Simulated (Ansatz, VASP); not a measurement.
# AlN: VASP beside Ansatz

INCAR

```
SYSTEM = AlN
  PREC = Accurate
  ENCUT = 520
  EDIFF = 1E-8
  ISMEAR = -1
  SIGMA = 0.02
  LREAL = .FALSE.
  LASPH = .TRUE.
  NELM = 60
  ALGO = Normal
  ISIF = 2
  LWAVE = .FALSE.
  LCHARG = .FALSE.
  GGA = PE
  LEFG = .TRUE.
  NBANDS = 16
```

The input KPOINTS:

```
regular mesh
0
G
  11 11 6
  0 0 0
```

The input POSCAR:

```
AlN
1.0
    3.1519410852      0.0000000000      0.0000000000
   -1.5759705426      2.7296610510      0.0000000000
    0.0000000000      0.0000000000      5.0435075122
Al N
2 2
Direct
    0.3333333333      0.6666666667      0.0000000000
    0.6666666667      0.3333333333      0.5000000000
    0.3333333333      0.6666666667      0.3850000000
    0.6666666667      0.3333333333      0.8850000000
```

Input for Ansatz:

```yaml
crystal:
  lattice:
    - [3.1519410852, 0.0, 0.0]
    - [-1.5759705426, 2.729661051, 0.0]
    - [0.0, 0.0, 5.0435075122]
  atoms:
    - { symbol: Al, position: [0.3333333333, 0.6666666667, 0.0] }
    - { symbol: Al, position: [0.6666666667, 0.3333333333, 0.5] }
    - { symbol: "N", position: [0.3333333333, 0.6666666667, 0.385] }
    - { symbol: "N", position: [0.6666666667, 0.3333333333, 0.885] }
kpoints:
  mp_grid: { grid: [11, 11, 6] }
scf:
  occupations: { method: fermi_dirac, width: 0.02 }
hamiltonian:
  xc: pbe
  pseudopotentials: { kind: all_electron, datasets: crystal }
output:
  forces: true
  stress: true
  eigenvalues: true
  efg: { contact_densities: true }
```

Change from the starting cell: volume scaled by 1.04, crystal datasets.

Alike in both runs: task electric field gradients; functional PBE; k mesh 11 × 11 × 6; occupations fermi-dirac, width 0.02 eV; no spin polarisation.

|  | VASP | Ansatz |
| --- | --- | --- |
| version | VASP 6.6.1 | Ansatz 0.2.0 |
| potentials or method | VASP PAW PBE potentials, release 64 (Al, N), cutoff 520 eV | all-electron PAW with datasets made for the crystal, scalar-relativistic |

```tsv
	VASP	Ansatz	Ansatz less VASP
gap on the k mesh at the Fermi level (eV)	3.82	3.82	-0.002
pressure (GPa)	-3.8	-3.6	+0.19
traceless stress, the component that is largest in VASP (GPa)	-0.57	-0.61	-0.031
rms of the force components (eV/Å)	0.103	0.103	-0.0001
size of Vzz on the site where it differs most (V/Å²)	0.3	0.1	-0.18
```

Atom by atom the forces differ by 0.000 eV/Å (rms over components). Ansatz ran all-electron here, and VASP with PAW potentials.
